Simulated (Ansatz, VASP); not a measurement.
HfSnO4: VASP beside Ansatz

File POSCAR:

```
HfSnO4
1.0
    3.4152184443     -3.3896065132      0.0000000000
    3.4152184443      3.3896065132      0.0000000000
    0.0000000000      0.0000000000      3.2013662813
Hf Sn O
1 1 4
Direct
    0.5000000000      0.5000000000      0.5000000000
    0.0000000000      0.0000000000      0.0000000000
    0.1937872416      0.1937872416      0.5000000000
    0.8062127584      0.8062127584      0.5000000000
    0.6957327723      0.3042672277      0.0000000000
    0.3042672277      0.6957327723      0.0000000000
```

File INCAR.step1:

```
SYSTEM = HfSnO4
ALGO = Normal ; EDIFF = 1E-4
ENCUT = 520 ; GGA = PE
ISMEAR = 0 ; LASPH = .TRUE.
LCHARG = .FALSE. ; LREAL = .FALSE.
LWAVE = .TRUE. ; NBANDS = 33
NELM = 80 ; PREC = Accurate
SIGMA = 0.01
```

INCAR.step2

```
SYSTEM = HfSnO4
ALGO = Normal ; EDIFF = 1E-6
ENCUT = 520 ; ISIF = 2
ISMEAR = 0 ; ISTART = 1
LASPH = .TRUE. ; LCHARG = .FALSE.
LMIXTAU = .TRUE. ; LREAL = .FALSE.
LWAVE = .FALSE. ; METAGGA = R2SCAN
NBANDS = 33 ; NELM = 80
PREC = Accurate ; SIGMA = 0.01
```

The input KPOINTS:

```
k-points
0
G
  6 6 8
  0 0 0
```

Input for Ansatz:

```yaml
crystal:
  lattice:
    - [3.4152184443, -3.3896065132, 0.0]
    - [3.4152184443, 3.3896065132, 0.0]
    - [0.0, 0.0, 3.2013662813]
  atoms:
    - { symbol: Hf, position: [0.5, 0.5, 0.5] }
    - { symbol: Sn, position: [0.0, 0.0, 0.0] }
    - { symbol: O, position: [0.1937872416, 0.1937872416, 0.5] }
    - { symbol: O, position: [0.8062127584, 0.8062127584, 0.5] }
    - { symbol: O, position: [0.6957327723, 0.3042672277, 0.0] }
    - { symbol: O, position: [0.3042672277, 0.6957327723, 0.0] }
kpoints:
  mp_grid: { grid: [6, 6, 8] }
  band_path:
    path:
      - [0.0, 0.0, 0.0]
      - [0.5, 0.5, 0.0]
      - [0.5037356168, 0.4962643832, 0.0]
      - [0.4962643832, -0.4962643832, 0.0]
      - [0.0, 0.0, 0.5]
      - [0.4962643832, -0.4962643832, 0.5]
      - [0.5037356168, 0.4962643832, 0.5]
      - [0.5, 0.5, 0.5]
      - [0.5, 0.0, 0.0]
    npoints: 1
hamiltonian:
  xc: r2scan
scf:
  occupations: { method: fixed }
  n_extra_bands: 5
output:
  forces: true
  stress: true
  eigenvalues: true
```

Alike in both runs: task single point; functional r2SCAN; k mesh 6 × 6 × 8; no spin polarisation.

|  | VASP | Ansatz |
| --- | --- | --- |
| version | VASP 6.6.1 | Ansatz 0.2.0 |
| potentials or method | VASP PAW PBE potentials, release 64 (Hf_pv, Sn_d, O) | plane waves, PAW |
| plane-wave cutoff (eV) | 520 | 500 |
| occupations | gaussian, width 0.01 eV | fixed |
| valence electrons in the cell | 48 | 64 |

VASP gave:

* gap on the k mesh at the Fermi level (eV): 3.04
* pressure (GPa): -1.1
* traceless stress, the component that is largest in VASP (GPa): 0.28
* rms of the force components (eV/Å): 0.120

Question: Estimate Ansatz's values.

Answer: gap on the k mesh at the Fermi level (eV): 3.05; pressure (GPa): 0.0; traceless stress, the component that is largest in VASP (GPa): -0.02; rms of the force components (eV/Å): 0.001.

VASP's potentials were made for PBE, not for r2SCAN. Atom by atom the forces differ by 0.120 eV/Å (rms over components). VASP's potentials hold 48 valence electrons a cell and Ansatz's 64, so a difference there can come from the potentials and not from the codes.

Neither program's run includes spin-orbit coupling.
